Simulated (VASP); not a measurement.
# Sb3Mo (Pm-3m) in VASP: further runs

Sb3Mo is run at these levels: PBE; tasks: single point, relaxation of cell and atoms.

Program: VASP 6.6.1. These are calculated values, not measurements. Logs are shortened: lines on timing, memory, paths and dates and some standing lists are left out, and cuts for length are marked.

### 1 The cell of the first run

The structure is cubic, space group Pm-3m (No. 221). The conventional cell has a = 4.580 Å, b = 4.580 Å, c = 4.580 Å, α = 90.00°, β = 90.00°, γ = 90.00°. Within 4.3 Å of Sb (site symmetry 4/mmm) lie 8 Sb at 3.24 Å and 4 Mo at 3.24 Å. Within 4.3 Å of Mo (site symmetry m-3m) lie 12 Sb at 3.24 Å.

### 2 Single point, PBE

Contents of INCAR:

```
ALGO = Normal
EDIFF = 1E-6
ENCUT = 500
GGA = PE
GGA_COMPAT = F
ISIF = 2
ISMEAR = 0
LASPH = T
LCHARG = F
LREAL = F
LWAVE = F
NBANDS = 22
NELM = 120
PREC = Accurate
SIGMA = 0.1
```

Contents of KPOINTS:

```
k-points
0
Gamma
  4 4 4
```

Contents of POSCAR:

```
Sb3Mo
1.0
    4.5804074928      0.0000000000      0.0000000000
    0.0000000000      4.5804074928      0.0000000000
    0.0000000000      0.0000000000      4.5804074928
Sb Mo
3 1
Direct
    0.0000000000      0.5000000000      0.5000000000
    0.5000000000      0.0000000000      0.5000000000
    0.5000000000      0.5000000000      0.0000000000
    0.0000000000      0.0000000000      0.0000000000
```

Potentials or basis: VASP PAW PBE potentials, release 64 (Sb, Mo_sv).

The run is started by

```sh
> cat potpaw_PBE.64/Sb/POTCAR potpaw_PBE.64/Mo_sv/POTCAR > POTCAR
> mpirun -np 1 vasp_std > vasp.out
```

OUTCAR:

```text
EDIFF = 1E-6
   ENCUT = 500
   GGA = PE
   ISIF = 2
   ISMEAR = 0
   LASPH = T
   LREAL = F
   NELM = 120
   PREC = Accurate

 ion  position               nearest neighbor table
   1  0.000  0.500  0.500-   2 3.24   3 3.24   4 3.24   3 3.24   4 3.24   2 3.24   4 3.24   4 3.24
                             2 3.24   3 3.24   3 3.24   2 3.24
   2  0.500  0.000  0.500-   1 3.24   3 3.24   4 3.24   3 3.24   4 3.24   1 3.24   3 3.24   3 3.24
                             1 3.24   4 3.24   4 3.24   1 3.24
   3  0.500  0.500  0.000-   1 3.24   2 3.24   4 3.24   1 3.24   2 3.24   2 3.24   4 3.24   2 3.24
                             1 3.24   4 3.24   1 3.24   4 3.24
   4  0.000  0.000  0.000-   1 3.24   2 3.24   3 3.24   1 3.24   2 3.24   1 3.24   3 3.24   1 3.24
                             2 3.24   3 3.24   2 3.24   3 3.24

  LATTYP: Found a simple cubic cell.
 ALAT       =     4.5804074928

  Lattice vectors:

 A1 = (   4.5804074928,   0.0000000000,   0.0000000000)
 A2 = (   0.0000000000,   4.5804074928,   0.0000000000)
 A3 = (   0.0000000000,   0.0000000000,   4.5804074928)

Analysis of symmetry for initial positions (statically):
=====================================================================
 Subroutine PRICEL returns:
 Original cell was already a primitive cell.

 Routine SETGRP: Setting up the symmetry group for a
 simple cubic supercell.

 Subroutine GETGRP returns: Found 48 space group operations
 (whereof 48 operations were pure point group operations)
 out of a pool of 48 trial point group operations.

The static configuration has the point symmetry O_h .

Analysis of symmetry for dynamics (positions and initial velocities):
=====================================================================
 Subroutine PRICEL returns:
 Original cell was already a primitive cell.

 Routine SETGRP: Setting up the symmetry group for a
 simple cubic supercell.

 Subroutine GETGRP returns: Found 48 space group operations
 (whereof 48 operations were pure point group operations)
 out of a pool of 48 trial point group operations.

The dynamic configuration has the point symmetry O_h .

 Subroutine INISYM returns: Found 48 space group operations
 (whereof 48 operations are pure point group operations),
 and found     1 'primitive' translations

----------------------------------------------------------------------------------------

                                     Primitive cell

  volume of cell :      96.0976

  direct lattice vectors                    reciprocal lattice vectors
     4.580407493  0.000000000  0.000000000     0.218321187  0.000000000  0.000000000
     0.000000000  4.580407493  0.000000000     0.000000000  0.218321187  0.000000000
     0.000000000  0.000000000  4.580407493     0.000000000  0.000000000  0.218321187

  length of vectors
     4.580407493  4.580407493  4.580407493     0.218321187  0.218321187  0.218321187

  position of ions in fractional coordinates (direct lattice)
     0.000000000  0.500000000  0.500000000
     0.500000000  0.000000000  0.500000000
     0.500000000  0.500000000  0.000000000
     0.000000000  0.000000000  0.000000000

  ion indices of the primitive-cell ions
   primitive index   ion index
                 1           1
                 2           2
                 3           3
                 4           4

----------------------------------------------------------------------------------------

 KPOINTS: k-points

Automatic generation of k-mesh.
 Grid dimensions read from file:
 generate k-points for:    4    4    4

 Generating k-lattice:

  Cartesian coordinates                     Fractional coordinates (reciprocal lattice)
     0.054580297  0.000000000  0.000000000     0.250000000  0.000000000  0.000000000
     0.000000000  0.054580297  0.000000000     0.000000000  0.250000000  0.000000000
     0.000000000  0.000000000  0.054580297     0.000000000  0.000000000  0.250000000

  Length of vectors
     0.054580297  0.054580297  0.054580297

  Shift w.r.t. Gamma in fractional coordinates (k-lattice)
     0.000000000  0.000000000  0.000000000

 Subroutine IBZKPT returns following result:
 ===========================================

 Found     10 irreducible k-points:

 Following reciprocal coordinates:
            Coordinates               Weight
  0.000000  0.000000  0.000000      1.000000
  0.250000  0.000000  0.000000      6.000000
  0.500000  0.000000  0.000000      3.000000
  0.250000  0.250000  0.000000     12.000000
  0.500000  0.250000  0.000000     12.000000
  0.500000  0.500000  0.000000      3.000000
  0.250000  0.250000  0.250000      8.000000
  0.500000  0.250000  0.250000     12.000000
  0.500000  0.500000  0.250000      6.000000
  0.500000  0.500000  0.500000      1.000000
   k-points           NKPTS =     10   k-points in BZ     NKDIM =     10   number of bands    NBANDS=     22
   number of dos      NEDOS =    301   number of ions     NIONS =      4
   total plane-waves  NPLWV =  46656
   dimension x,y,z NGX =    36 NGY =   36 NGZ =   36
   dimension x,y,z NGXF=    72 NGYF=   72 NGZF=   72
   ions per type =               3   1
   NGX,Y,Z   is equivalent  to a cutoff of  13.07, 13.07, 13.07 a.u.
   NGXF,Y,Z  is equivalent  to a cutoff of  26.13, 26.13, 26.13 a.u.
 SYSTEM =  unknown system
   PREC   = accura    normal or accurate (medium, high low for compatibility)
   ISTART =      0    job   : 0-new  1-cont  2-samecut
   ICHARG =      2    charge: 1-file 2-atom 10-const
   ISPIN  =      1    spin polarized calculation?
   LNONCOLLINEAR =      F non collinear calculations
   LSORBIT =      F    spin-orbit coupling
   LASPH  =      T    aspherical Exc in radial PAW
   ENCUT  =  500.0 eV  36.75 Ry    6.06 a.u.   8.35  8.35  8.35*2*pi/ulx,y,z
   NELM   =    120;   NELMIN=  2; NELMDL= -5     # of ELM steps
   EDIFF  = 0.1E-05   stopping-criterion for ELM
   LREAL  =      F    real-space projection
   EDIFFG = 0.1E-04   stopping-criterion for IOM
   NSW    =      0    number of steps for IOM
   IBRION =     -1    ionic relax: 0-MD 1-quasi-New 2-CG
   NFREE  =      0    steps in history (QN), initial steepest desc. (CG)
   ISIF   =      2    stress and relaxation
   ISYM   =      2    0-nonsym 1-usesym 2-fastsym
   POTIM  = 0.5000    time-step for ionic-motion
   TEBEG  =    0.0;   TEEND  =   0.0 temperature during run
   PSTRESS=    0.0 pullay stress
   NELECT =      29.0000    total number of electrons
   NUPDOWN=      -1.0000    fix difference up-down
   EMIN   =  10.00;   EMAX   =-10.00  energy-range for DOS
   EFERMI =   0.00;   METHOD = LEGACY
   ISMEAR =     0;   SIGMA  =   0.10  broadening in eV -4-tet -1-fermi 0-gaus
   EFERMI_NEDOS =   21; number of points for ismear=-14 and -15
   IALGO  =     38    algorithm
   IMIX   =      4    mixing-type and parameters
     AMIX     =   0.40;   BMIX     =  1.00
     AMIX_MAG =   1.60;   BMIX_MAG =  1.00
  volume/ion in A,a.u.               =      24.02       162.12
  Fermi-wavevector in a.u.,A,eV,Ry     =   1.098087  2.075083 16.405835  1.205795
  Thomas-Fermi vector in A             =   2.234458
   LORBIT       =      0    0 simple, 1 ext, 2 COOP (PROOUT), +10 PAW based schemes
   GGA     = PE    functional components
   LHFCALC =     F    Hartree Fock is set to
   AEXX    =    0.0000 exact exchange contribution
   IVDW    =     0    specifies the selected vdW correction
   LEPSILON=     F    determine dielectric tensor
   LRPA    =     F    only Hartree local field effects (RPA)
 non-spin polarized calculation
 Gauss-broadening in eV      SIGMA  =   0.10
  energy-cutoff  :      500.00
  volume of cell :       96.10
 maximum number of plane-waves:      2469
 NGX is ok and might be reduce to    36
   NGX = 17   NGY = 17   NGZ = 17

 number of electron      28.9999999 magnetization

 Free energy of the ion-electron system (eV)
  ---------------------------------------------------
  ext. energy  EPLUGINS =         0.00000000
  ---------------------------------------------------
  free energy    TOTEN  =       -20.20438171 eV

  energy without entropy =      -20.14910161  energy(sigma->0) =      -20.17674166

 E-fermi :   9.1719     XC(G=0): -10.8065

 val. band max:        9.1570152364   @ k =   0.2500   0.2500   0.2500
 cond. band min:       9.2141389856   @ k =   0.2500   0.0000   0.0000
 fundamental gap:      0.0571237492
 Fermi energy:         9.1718926605

 k-point     1 :       0.0000    0.0000    0.0000
  band No.  band energies     occupation
      1     -51.6327      2.00000
      2     -25.7138      2.00000
      3     -25.7138      2.00000
      4     -25.7138      2.00000
      5      -3.5518      2.00000
      6       1.8744      2.00000
[... 14 lines left out ...]
     21      12.4195      0.00000
     22      12.4195      0.00000

 k-point     2 :       0.2500    0.0000    0.0000
  band No.  band energies     occupation
      1     -51.6327      2.00000
      2     -25.7156      2.00000
      3     -25.7135      2.00000
      4     -25.7135      2.00000
      5      -3.1306      2.00000
      6       0.3707      2.00000
[... 14 lines left out ...]
     21      12.0098      0.00000
     22      12.0098      0.00000

 k-point     3 :       0.5000    0.0000    0.0000
  band No.  band energies     occupation
      1     -51.6327      2.00000
      2     -25.7173      2.00000
      3     -25.7132      2.00000
      4     -25.7132      2.00000
      5      -2.2869      2.00000
      6      -1.1471      2.00000
[... 14 lines left out ...]
     21      13.1273      0.00000
     22      14.3454      0.00000

 k-point     4 :       0.2500    0.2500    0.0000
  band No.  band energies     occupation
      1     -51.6327      2.00000
      2     -25.7153      2.00000
      3     -25.7152      2.00000
      4     -25.7132      2.00000
      5      -2.7197      2.00000
      6       0.3471      2.00000
[... 14 lines left out ...]
     21      12.4753      0.00000
     22      12.8025      0.00000

 k-point     5 :       0.5000    0.2500    0.0000
  band No.  band energies     occupation
      1     -51.6326      2.00000
      2     -25.7171      2.00000
      3     -25.7150      2.00000
      4     -25.7129      2.00000
      5      -1.8904      2.00000
      6      -0.8476      2.00000
[... 14 lines left out ...]
     21      12.6189      0.00000
     22      14.4941      0.00000

 k-point     6 :       0.5000    0.5000    0.0000
  band No.  band energies     occupation
      1     -51.6326      2.00000
      2     -25.7169      2.00000
      3     -25.7169      2.00000
      4     -25.7126      2.00000
      5      -0.9374      2.00000
      6      -0.4526      2.00000
[... 14 lines left out ...]
     21      13.3136      0.00000
     22      14.2337      0.00000

 k-point     7 :       0.2500    0.2500    0.2500
  band No.  band energies     occupation
      1     -51.6326      2.00000
      2     -25.7151      2.00000
      3     -25.7151      2.00000
      4     -25.7149      2.00000
      5      -2.3203      2.00000
      6       0.5300      2.00000
[... 14 lines left out ...]
     21      13.4803      0.00000
     22      13.5395      0.00000

 k-point     8 :       0.5000    0.2500    0.2500
  band No.  band energies     occupation
      1     -51.6326      2.00000
      2     -25.7169      2.00000
      3     -25.7149      2.00000
      4     -25.7148      2.00000
      5      -1.5088      2.00000
      6      -0.5974      2.00000
[... 14 lines left out ...]
     21      13.0077      0.00000
     22      13.3527      0.00000

 k-point     9 :       0.5000    0.5000    0.2500
  band No.  band energies     occupation
      1     -51.6325      2.00000
      2     -25.7167      2.00000
      3     -25.7167      2.00000
      4     -25.7146      2.00000
      5      -0.5933      2.00000
      6      -0.2834      2.00000
[... 14 lines left out ...]
     21      13.4608      0.00000
     22      14.2322      0.00000

 k-point    10 :       0.5000    0.5000    0.5000
  band No.  band energies     occupation
      1     -51.6325      2.00000
      2     -25.7166      2.00000
      3     -25.7166      2.00000
      4     -25.7166      2.00000
      5      -0.0833      2.00000
      6      -0.0833      2.00000
[... 14 lines left out ...]
     21      13.8269      0.00000
     22      13.8269      0.00000

------------------------ aborting loop because EDIFF is reached ----------------------------------------

  FORCE on cell =-STRESS in cart. coord.  units (eV):
  Direction    XX          YY          ZZ          XY          YZ          ZX
  --------------------------------------------------------------------------------------
  -------------------------------------------------------------------------------------
  Total       -1.5698329     -1.5698329     -1.5698329      0.0000000     -0.0000000      0.0000000
  in kB      -26.1728889    -26.1728889    -26.1728889      0.0000000     -0.0000000      0.0000000
  external PRESSURE =     -26.1728889 kB  Pullay stress =       0.0000000 kB

 VOLUME and BASIS-vectors are now :
 -----------------------------------------------------------------------------
  energy-cutoff  :      500.00
  volume of cell :       96.10
      direct lattice vectors                 reciprocal lattice vectors
     4.580407493  0.000000000  0.000000000     0.218321187  0.000000000  0.000000000
     0.000000000  4.580407493  0.000000000     0.000000000  0.218321187  0.000000000
     0.000000000  0.000000000  4.580407493     0.000000000  0.000000000  0.218321187

 POSITION                                       TOTAL-FORCE (eV/Angst)
 -----------------------------------------------------------------------------------
      0.00000      2.29020      2.29020         0.000000      0.000000      0.000000
      2.29020      0.00000      2.29020         0.000000      0.000000      0.000000
      2.29020      2.29020      0.00000         0.000000      0.000000      0.000000
      0.00000      0.00000      0.00000         0.000000      0.000000      0.000000
 -----------------------------------------------------------------------------------
    total drift:                                0.000000     -0.000000     -0.000000

  FREE ENERGIE OF THE ION-ELECTRON SYSTEM (eV)
  ---------------------------------------------------
  free  energy   TOTEN  =       -20.2043817138 eV

  energy  without entropy=      -20.1491016053  energy(sigma->0) =      -20.17674166
```

Wall time 15 s (1 thread of Intel Xeon 6975P-C (Granite Rapids), shared host); peak memory 0.2 GiB.

Results:

| Property | Result |
| --- | --- |
| Free energy | -20.2044 eV |
| Pressure | -2.6 GPa |
| Band gap on the k mesh | zero (an odd number of electrons rules out a gap without spin polarisation) |

Levels at points of the mesh, in eV from the Fermi level:
```tsv
k point	band 12	band 13	band 14	band 15	band 16	band 17	band 18	band 19
(0.00, 0.00, 0.00)	-0.54	-0.54	-0.11	-0.11	0.21	0.84	0.84	0.84
(0.50, 0.00, 0.00)	-1.51	-1.51	-0.58	-0.46	0.20	0.57	0.57	3.05
(0.50, 0.50, 0.00)	-1.42	-0.72	-0.72	-0.19	-0.18	0.47	2.63	2.63
(0.50, 0.50, 0.50)	-0.50	0.09	0.09	0.53	0.53	0.53	4.46	4.46
```

Caveat: spin-orbit coupling is left out, which moves the levels of the heavy elements.

### 3 Single point, PBE

This run uses another cell than the first one, of 23.20 Å³/atom.

Contents of INCAR:

```
ALGO = Normal
EDIFF = 1E-6
ENCUT = 520
GGA = PE
ISIF = 2
ISMEAR = 0
LASPH = True
LCHARG = False
LREAL = False
LWAVE = False
NBANDS = 22
NELM = 80
PREC = Accurate
SIGMA = 0.1
```

Contents of KPOINTS:

```
k-points
0
Gamma
  10 10 10
```

Contents of POSCAR:

```
Sb3Mo
1.0
    4.5274998748      0.0000000000      0.0000000000
    0.0000000000      4.5274998748      0.0000000000
    0.0000000000      0.0000000000      4.5274998748
Sb Mo
3 1
Direct
    0.0000000000      0.5000000000      0.5000000000
    0.5000000000      0.0000000000      0.5000000000
    0.5000000000      0.5000000000      0.0000000000
    0.0000000000      0.0000000000      0.0000000000
```

Potentials or basis: VASP PAW PBE potentials, release 64 (Sb, Mo_sv).

The run is started by

```sh
> cat potpaw_PBE.64/Sb/POTCAR potpaw_PBE.64/Mo_sv/POTCAR > POTCAR
> mpirun -np 1 vasp_std > vasp.out
```

Wall time 42 s (1 thread of Intel Xeon Platinum 8488C (Sapphire Rapids), shared host); peak memory 0.27 GiB.

Results (log left out):

| Property | Result |
| --- | --- |
| Free energy | -20.2169 eV |
| Pressure | 0.0 GPa |
| Band gap on the k mesh | zero (an odd number of electrons rules out a gap without spin polarisation) |

Levels at points of the mesh, in eV from the Fermi level:
```csv
k point,band 13,band 14,band 15,band 16,band 17,band 18
"(0.00, 0.00, 0.00)",-0.65,-0.15,-0.15,0.03,0.72,0.72
"(0.50, 0.00, 0.00)",-1.67,-0.81,-0.57,0.15,0.47,0.47
"(0.50, 0.50, 0.00)",-0.83,-0.83,-0.28,-0.26,0.45,2.67
"(0.50, 0.50, 0.50)",0.03,0.03,0.52,0.52,0.52,4.46
```

Caveat: spin-orbit coupling is left out, which moves the levels of the heavy elements.

### 4 Relaxation of cell and atoms, PBE

Contents of INCAR:

```
PREC = Accurate
ENCUT = 600
EDIFF = 1E-6
ISMEAR = 0
SIGMA = 0.1
LREAL = False
LASPH = True
NELM = 100
ALGO = Normal
ISIF = 3
LWAVE = False
LCHARG = False
GGA = PE
IBRION = 2
NSW = 100
EDIFFG = -0.01
```

Contents of KPOINTS:

```
regular mesh
0
Gamma
  10 10 10
```

Contents of POSCAR:

```
Sb3Mo
1.0
    4.5804074928      0.0000000000      0.0000000000
    0.0000000000      4.5804074928      0.0000000000
    0.0000000000      0.0000000000      4.5804074928
Sb Mo
3 1
Direct
    0.0000000000      0.5000000000      0.5000000000
    0.5000000000      0.0000000000      0.5000000000
    0.5000000000      0.5000000000      0.0000000000
    0.0000000000      0.0000000000      0.0000000000
```

The run is started by

```sh
> cat potpaw_PBE.64/Sb/POTCAR potpaw_PBE.64/Mo_sv/POTCAR > POTCAR
> mpirun -np 1 vasp_std > vasp.out
```

Run time: 2.2 min. Hardware: 1 thread of Intel Xeon Platinum 8488C (Sapphire Rapids), shared host; peak memory 0.33 GiB.

It converged, with:

```yaml
Free_energy: -20.2173 eV
Relaxed_volume: 23.18 Å³/atom
Relaxed_cell: a = 4.526 Å, b = 4.526 Å, c = 4.526 Å, α = 90.00°, β = 90.00°, γ = 90.00°
Space_group_after_relaxing_to_0.1_Å: Pm-3m (No. 221)
Energy_gained_by_relaxing: 7.5 meV/atom
Ionic_steps: 3
Pressure_after_relaxing: 0.0 GPa
Band_gap_on_the_k_mesh: zero (an odd number of electrons rules out a gap without spin polarisation)
```

Step by step:
```
step  energy change (eV)  largest force (eV/Å)  pressure (GPa)  volume (Å³)
   1              0.0000                0.0000           -2.72        96.10
   2             -0.0155                0.0000            2.15        90.54
   3             -0.0298                0.0000            0.00        92.73
```

Final structure:
```yaml
crystal:
  lattice:
    - [4.52632, 0.00000, 0.00000]
    - [0.00000, 4.52632, 0.00000]
    - [0.00000, 0.00000, 4.52632]
  atoms:
    - { symbol: Sb, position: [0.00000, 0.50000, 0.50000] }
    - { symbol: Sb, position: [0.50000, 0.00000, 0.50000] }
    - { symbol: Sb, position: [0.50000, 0.50000, 0.00000] }
    - { symbol: Mo, position: [0.00000, 0.00000, 0.00000] }
```

Levels at points of the mesh, in eV from the Fermi level:
```csv
k point,band 13,band 14,band 15,band 16,band 17,band 18
"(0.00, 0.00, 0.00)",-0.65,-0.15,-0.15,0.03,0.72,0.72
"(0.50, 0.00, 0.00)",-1.67,-0.81,-0.57,0.15,0.47,0.47
"(0.50, 0.50, 0.00)",-0.83,-0.83,-0.28,-0.27,0.46,2.67
"(0.50, 0.50, 0.50)",0.03,0.03,0.52,0.52,0.52,4.46
```

Caveat: spin-orbit coupling is left out, which moves the levels of the heavy elements.

### 5 Overview

```tsv
task	cell	k mesh	cutoff (eV)	gap on the mesh (eV)	pressure (GPa)
single point	a = 4.580 Å, 4 atoms	4 × 4 × 4	500	none	-2.6
single point	a = 4.527 Å, 4 atoms	10 × 10 × 10	520	none	0.0
relaxation of cell and atoms	relaxed from a = 4.580 Å, 4 atoms	10 × 10 × 10	600	none	0.0
```

Alike in all rows: level PBE; potentials or basis VASP PAW PBE potentials, release 64 (Sb, Mo_sv); no spin polarisation; smearing gaussian 0.1 eV.

Caveats: spin-orbit coupling is left out, which moves the levels of the heavy elements.

Absolute energies hang on the potentials; compare differences alone.
